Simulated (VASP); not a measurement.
# ZrWS5 (P4/mmm) in VASP: notebook

Runs on ZrWS5. Level: PBE. Tasks: single point.

Program: VASP 6.6.1. These are calculated values, not measurements. Logs are shortened: lines on timing, memory, paths and dates and some standing lists are left out, and cuts for length are marked.

### 1 The cell of the first run

Symmetry: P4/mmm, No. 123, tetragonal system. The conventional cell has a = 4.262 Å, b = 4.262 Å, c = 7.748 Å, α = 90.00°, β = 90.00°, γ = 90.00°. Within 4.0 Å of Zr (site symmetry 4/mmm) lie 12 S at 3.01 Å. Within 3.6 Å of W (site symmetry 4/mmm) lie 8 S at 2.75 Å. S (site symmetry 2mm) has 2 W at 2.75 Å and 7 S at 3.01 to 3.48 Å and 2 Zr at 3.01 Å within 3.6 Å. S (site symmetry 4/mmm) has 4 Zr at 3.01 Å and 8 S at 3.01 Å and 2 W at 3.87 Å within 4.0 Å.

The cell was built from a structure type or drawn by symmetry, and may not be a known phase.

### 2 Single point, PBE

Input file INCAR:

```
SYSTEM = ZrWS5
PREC = Accurate
ENCUT = 520
EDIFF = 1E-6
ISMEAR = 0
SIGMA = 0.1
LREAL = .FALSE.
LASPH = .TRUE.
NELM = 80
ALGO = Normal
ISIF = 2
LWAVE = .FALSE.
LCHARG = .FALSE.
GGA = PE
NBANDS = 37
```

Input file KPOINTS:

```
regular mesh
0
G
  4 4 2
  0 0 0
```

Input file POSCAR:

```
ZrWS5
1.0
    4.2616002700      0.0000000000      0.0000000000
    0.0000000000      4.2616002700      0.0000000000
    0.0000000000      0.0000000000      7.7478989600
Zr W S
1 1 5
Direct
    0.5000000000      0.5000000000      0.0000000000
    0.0000000000      0.0000000000      0.5000000000
    0.0000000000      0.5000000000      0.2751304800
    0.0000000000      0.5000000000      0.7248695200
    0.5000000000      0.0000000000      0.2751304800
    0.5000000000      0.0000000000      0.7248695200
    0.0000000000      0.0000000000      0.0000000000
```

Potentials or basis: VASP PAW PBE potentials, release 64 (Zr_sv, W_sv, S).

On the command line:

```
$ cat potpaw_PBE.64/Zr_sv/POTCAR potpaw_PBE.64/W_sv/POTCAR potpaw_PBE.64/S/POTCAR > POTCAR
$ mpirun -np 1 vasp_std > vasp.out
```

OUTCAR:

```text
SYSTEM = ZrWS5
   PREC = Accurate
   ENCUT = 520
   EDIFF = 1E-6
   ISMEAR = 0
   LREAL = .FALSE.
   LASPH = .TRUE.
   NELM = 80
   ISIF = 2
   GGA = PE

 ion  position               nearest neighbor table
   1  0.500  0.500  0.000-   7 3.01   7 3.01   7 3.01   7 3.01   3 3.01   5 3.01   6 3.01   4 3.01
                             3 3.01   4 3.01   5 3.01   6 3.01
   2  0.000  0.000  0.500-   3 2.75   4 2.75   5 2.75   6 2.75   3 2.75   4 2.75   5 2.75   6 2.75

   3  0.000  0.500  0.275-   2 2.75   2 2.75   1 3.01   1 3.01
   4  0.000  0.500  0.725-   2 2.75   2 2.75   1 3.01   1 3.01
   5  0.500  0.000  0.275-   2 2.75   2 2.75   1 3.01   1 3.01
   6  0.500  0.000  0.725-   2 2.75   2 2.75   1 3.01   1 3.01
   7  0.000  0.000  0.000-   1 3.01   1 3.01   1 3.01   1 3.01

  LATTYP: Found a simple tetragonal cell.
 ALAT       =     4.2616002700
 C/A-ratio  =     1.8180726650

  Lattice vectors:

 A1 = (   4.2616002700,   0.0000000000,   0.0000000000)
 A2 = (   0.0000000000,   4.2616002700,   0.0000000000)
 A3 = (   0.0000000000,   0.0000000000,   7.7478989600)

Analysis of symmetry for initial positions (statically):
=====================================================================
 Subroutine PRICEL returns:
 Original cell was already a primitive cell.

 Routine SETGRP: Setting up the symmetry group for a
 simple tetragonal supercell.

 Subroutine GETGRP returns: Found 16 space group operations
 (whereof 16 operations were pure point group operations)
 out of a pool of 16 trial point group operations.

The static configuration has the point symmetry D_4h.

Analysis of symmetry for dynamics (positions and initial velocities):
=====================================================================
 Subroutine PRICEL returns:
 Original cell was already a primitive cell.

 Routine SETGRP: Setting up the symmetry group for a
 simple tetragonal supercell.

 Subroutine GETGRP returns: Found 16 space group operations
 (whereof 16 operations were pure point group operations)
 out of a pool of 16 trial point group operations.

The dynamic configuration has the point symmetry D_4h.

 Subroutine INISYM returns: Found 16 space group operations
 (whereof 16 operations are pure point group operations),
 and found     1 'primitive' translations

----------------------------------------------------------------------------------------

                                     Primitive cell

  volume of cell :     140.7114

  direct lattice vectors                    reciprocal lattice vectors
     4.261600270  0.000000000  0.000000000     0.234653636  0.000000000  0.000000000
     0.000000000  4.261600270  0.000000000     0.000000000  0.234653636  0.000000000
     0.000000000  0.000000000  7.747898960     0.000000000  0.000000000  0.129067248

  length of vectors
     4.261600270  4.261600270  7.747898960     0.234653636  0.234653636  0.129067248

  position of ions in fractional coordinates (direct lattice)
     0.500000000  0.500000000  0.000000000
     0.000000000  0.000000000  0.500000000
     0.000000000  0.500000000  0.275130480
     0.000000000  0.500000000  0.724869520
     0.500000000  0.000000000  0.275130480
     0.500000000  0.000000000  0.724869520
     0.000000000  0.000000000  0.000000000

  ion indices of the primitive-cell ions
   primitive index   ion index
                 1           1
                 2           2
                 3           3
                 4           4
                 5           5
                 6           6
                 7           7

----------------------------------------------------------------------------------------

 KPOINTS: regular mesh

Automatic generation of k-mesh.
 Grid dimensions read from file:
 generate k-points for:    4    4    2

 Generating k-lattice:

  Cartesian coordinates                     Fractional coordinates (reciprocal lattice)
     0.058663409  0.000000000  0.000000000     0.250000000  0.000000000  0.000000000
     0.000000000  0.058663409  0.000000000     0.000000000  0.250000000  0.000000000
     0.000000000  0.000000000  0.064533624     0.000000000  0.000000000  0.500000000

  Length of vectors
     0.058663409  0.058663409  0.064533624

  Shift w.r.t. Gamma in fractional coordinates (k-lattice)
     0.000000000  0.000000000  0.000000000

 Subroutine IBZKPT returns following result:
 ===========================================

 Found     12 irreducible k-points:

 Following reciprocal coordinates:
            Coordinates               Weight
  0.000000  0.000000  0.000000      1.000000
  0.250000  0.000000  0.000000      4.000000
  0.500000  0.000000  0.000000      2.000000
  0.250000  0.250000  0.000000      4.000000
  0.500000  0.250000  0.000000      4.000000
  0.500000  0.500000  0.000000      1.000000
  0.000000  0.000000  0.500000      1.000000
  0.250000  0.000000  0.500000      4.000000
  0.500000  0.000000  0.500000      2.000000
  0.250000  0.250000  0.500000      4.000000
  0.500000  0.250000  0.500000      4.000000
  0.500000  0.500000  0.500000      1.000000
   k-points           NKPTS =     12   k-points in BZ     NKDIM =     12   number of bands    NBANDS=     37
   number of dos      NEDOS =    301   number of ions     NIONS =      7
   total plane-waves  NPLWV =  61440
   dimension x,y,z NGX =    32 NGY =   32 NGZ =   60
   dimension x,y,z NGXF=    64 NGYF=   64 NGZF=  120
   ions per type =               1   1   5
   NGX,Y,Z   is equivalent  to a cutoff of  12.48, 12.48, 12.87 a.u.
   NGXF,Y,Z  is equivalent  to a cutoff of  24.97, 24.97, 25.75 a.u.
 SYSTEM =  ZrWS5
   PREC   = accura    normal or accurate (medium, high low for compatibility)
   ISTART =      0    job   : 0-new  1-cont  2-samecut
   ICHARG =      2    charge: 1-file 2-atom 10-const
   ISPIN  =      1    spin polarized calculation?
   LNONCOLLINEAR =      F non collinear calculations
   LSORBIT =      F    spin-orbit coupling
   LASPH  =      T    aspherical Exc in radial PAW
   ENCUT  =  520.0 eV  38.22 Ry    6.18 a.u.   7.92  7.92 14.41*2*pi/ulx,y,z
   NELM   =     80;   NELMIN=  2; NELMDL= -5     # of ELM steps
   EDIFF  = 0.1E-05   stopping-criterion for ELM
   LREAL  =      F    real-space projection
   EDIFFG = 0.1E-04   stopping-criterion for IOM
   NSW    =      0    number of steps for IOM
   IBRION =     -1    ionic relax: 0-MD 1-quasi-New 2-CG
   NFREE  =      0    steps in history (QN), initial steepest desc. (CG)
   ISIF   =      2    stress and relaxation
   ISYM   =      2    0-nonsym 1-usesym 2-fastsym
   POTIM  = 0.5000    time-step for ionic-motion
   TEBEG  =    0.0;   TEEND  =   0.0 temperature during run
   PSTRESS=    0.0 pullay stress
   NELECT =      56.0000    total number of electrons
   NUPDOWN=      -1.0000    fix difference up-down
   EMIN   =  10.00;   EMAX   =-10.00  energy-range for DOS
   EFERMI =   0.00;   METHOD = LEGACY
   ISMEAR =     0;   SIGMA  =   0.10  broadening in eV -4-tet -1-fermi 0-gaus
   EFERMI_NEDOS =   21; number of points for ismear=-14 and -15
   IALGO  =     38    algorithm
   IMIX   =      4    mixing-type and parameters
     AMIX     =   0.40;   BMIX     =  1.00
     AMIX_MAG =   1.60;   BMIX_MAG =  1.00
  volume/ion in A,a.u.               =      20.10       135.65
  Fermi-wavevector in a.u.,A,eV,Ry     =   1.204188  2.275586 19.729391  1.450069
  Thomas-Fermi vector in A             =   2.339920
   LORBIT       =      0    0 simple, 1 ext, 2 COOP (PROOUT), +10 PAW based schemes
   GGA     = PE    functional components
   LHFCALC =     F    Hartree Fock is set to
   AEXX    =    0.0000 exact exchange contribution
   IVDW    =     0    specifies the selected vdW correction
   LEPSILON=     F    determine dielectric tensor
   LRPA    =     F    only Hartree local field effects (RPA)
 non-spin polarized calculation
 Gauss-broadening in eV      SIGMA  =   0.10
  energy-cutoff  :      520.00
  volume of cell :      140.71
 maximum number of plane-waves:      3808
 NGX is ok and might be reduce to    32
   NGX = 15   NGY = 15   NGZ = 29

 number of electron      56.0000004 magnetization

 Free energy of the ion-electron system (eV)
  ---------------------------------------------------
  ext. energy  EPLUGINS =         0.00000000
  ---------------------------------------------------
  free energy    TOTEN  =       -41.73662097 eV

  energy without entropy =      -41.67447558  energy(sigma->0) =      -41.70554828

 E-fermi :   6.3353     XC(G=0): -10.4755

 val. band max:        6.3110406206   @ k =   0.2500   0.2500   0.0000
 cond. band min:       6.3504251290   @ k =   0.2500   0.2500   0.0000
 fundamental gap:      0.0393845084
 Fermi energy:         6.3352688932

 k-point     1 :       0.0000    0.0000    0.0000
  band No.  band energies     occupation
      1     -68.5705      2.00000
      2     -44.1537      2.00000
      3     -32.6972      2.00000
      4     -32.6105      2.00000
      5     -32.6105      2.00000
      6     -22.0718      2.00000
[... 29 lines left out ...]
     36       9.1086      0.00000
     37       9.1086      0.00000

 k-point     2 :       0.2500    0.0000    0.0000
  band No.  band energies     occupation
      1     -68.5705      2.00000
      2     -44.1533      2.00000
      3     -32.6967      2.00000
      4     -32.6139      2.00000
      5     -32.6103      2.00000
      6     -22.0871      2.00000
[... 29 lines left out ...]
     36       8.9115      0.00000
     37       9.1219      0.00000

 k-point     3 :       0.5000    0.0000    0.0000
  band No.  band energies     occupation
      1     -68.5704      2.00000
      2     -44.1528      2.00000
      3     -32.6962      2.00000
      4     -32.6172      2.00000
      5     -32.6101      2.00000
      6     -22.1023      2.00000
[... 29 lines left out ...]
     36       8.9806      0.00000
     37       8.9969      0.00000
[... 281 lines left out ...]
 k-point    11 :       0.5000    0.2500    0.5000
  band No.  band energies     occupation
      1     -68.5704      2.00000
      2     -44.1524      2.00000
      3     -32.6958      2.00000
      4     -32.6170      2.00000
      5     -32.6135      2.00000
      6     -22.0998      2.00000
[... 29 lines left out ...]
     36       8.9987      0.00000
     37       9.0966      0.00000

 k-point    12 :       0.5000    0.5000    0.5000
  band No.  band energies     occupation
      1     -68.5704      2.00000
      2     -44.1519      2.00000
      3     -32.6953      2.00000
      4     -32.6168      2.00000
      5     -32.6168      2.00000
      6     -22.0972      2.00000
[... 29 lines left out ...]
     36       8.8097      0.00000
     37       8.8619      0.00000

------------------------ aborting loop because EDIFF is reached ----------------------------------------

  FORCE on cell =-STRESS in cart. coord.  units (eV):
  Direction    XX          YY          ZZ          XY          YZ          ZX
  --------------------------------------------------------------------------------------
  -------------------------------------------------------------------------------------
  Total      -11.8264313    -11.8264313    -16.6497738      0.0000000      0.0000000      0.0000000
  in kB     -134.6588569   -134.6588569   -189.5787031      0.0000000      0.0000000      0.0000000
  external PRESSURE =    -152.9654723 kB  Pullay stress =       0.0000000 kB

 VOLUME and BASIS-vectors are now :
 -----------------------------------------------------------------------------
  energy-cutoff  :      520.00
  volume of cell :      140.71
      direct lattice vectors                 reciprocal lattice vectors
     4.261600270  0.000000000  0.000000000     0.234653636  0.000000000  0.000000000
     0.000000000  4.261600270  0.000000000     0.000000000  0.234653636  0.000000000
     0.000000000  0.000000000  7.747898960     0.000000000  0.000000000  0.129067248

 POSITION                                       TOTAL-FORCE (eV/Angst)
 -----------------------------------------------------------------------------------
      2.13080      2.13080      0.00000         0.000000      0.000000      0.000000
      0.00000      0.00000      3.87395         0.000000      0.000000      0.000000
      0.00000      2.13080      2.13168         0.000000     -0.000000      1.337955
      0.00000      2.13080      5.61622         0.000000     -0.000000     -1.337955
      2.13080      0.00000      2.13168         0.000000      0.000000      1.337955
      2.13080      0.00000      5.61622        -0.000000      0.000000     -1.337955
      0.00000      0.00000      0.00000         0.000000      0.000000      0.000000
 -----------------------------------------------------------------------------------
    total drift:                                0.000000     -0.000000     -0.000000

  FREE ENERGIE OF THE ION-ELECTRON SYSTEM (eV)
  ---------------------------------------------------
  free  energy   TOTEN  =       -41.7366209704 eV

  energy  without entropy=      -41.6744755818  energy(sigma->0) =      -41.70554828
```

It took 100 s on 1 thread of Intel Xeon 8259CL, shared host; peak memory 0.26 GiB.

What came out:

```yaml
Free_energy: -41.7366 eV
Pressure: -15.3 GPa
Largest_force: 1.338 eV/Å
Band_gap_on_the_k_mesh: zero (bands 28 and 29 overlap by 0.73 eV)
```

Forces in eV/Å, atoms in the order of the input:
```
Zr   0.000  0.000  0.000
W    0.000  0.000  0.000
S    0.000  0.000  1.338
S    0.000  0.000 -1.338
S    0.000  0.000  1.338
S    0.000  0.000 -1.338
S    0.000  0.000  0.000
```

Levels at points of the mesh, in eV from the Fermi level:
| k point | band 26 | band 27 | band 28 | band 29 | band 30 | band 31 |
| --- | --- | --- | --- | --- | --- | --- |
| (0.00, 0.00, 0.00) | -0.92 | -0.10 | -0.07 | 0.20 | 0.20 | 0.21 |
| (0.50, 0.00, 0.00) | -1.53 | -1.47 | -0.05 | 0.56 | 0.62 | 1.32 |
| (0.50, 0.50, 0.00) | -0.44 | 0.20 | 0.22 | 0.83 | 1.15 | 1.25 |
| (0.00, 0.00, 0.50) | -0.53 | -0.49 | -0.39 | -0.39 | -0.03 | 0.40 |
| (0.50, 0.00, 0.50) | -1.72 | -1.34 | -0.88 | -0.06 | -0.04 | 1.25 |
| (0.50, 0.50, 0.50) | -0.05 | 0.27 | 0.34 | 0.77 | 1.03 | 1.25 |

Caveat: the k points lie up to 0.41 Å⁻¹ apart, too coarse for converged energies and pressures of a metal; spin-orbit coupling is left out, which moves the levels of the heavy elements; forces of over 1 eV/Å act on the atoms, so gaps and moduli don't describe the material at rest.

[end of part 1 of 2]
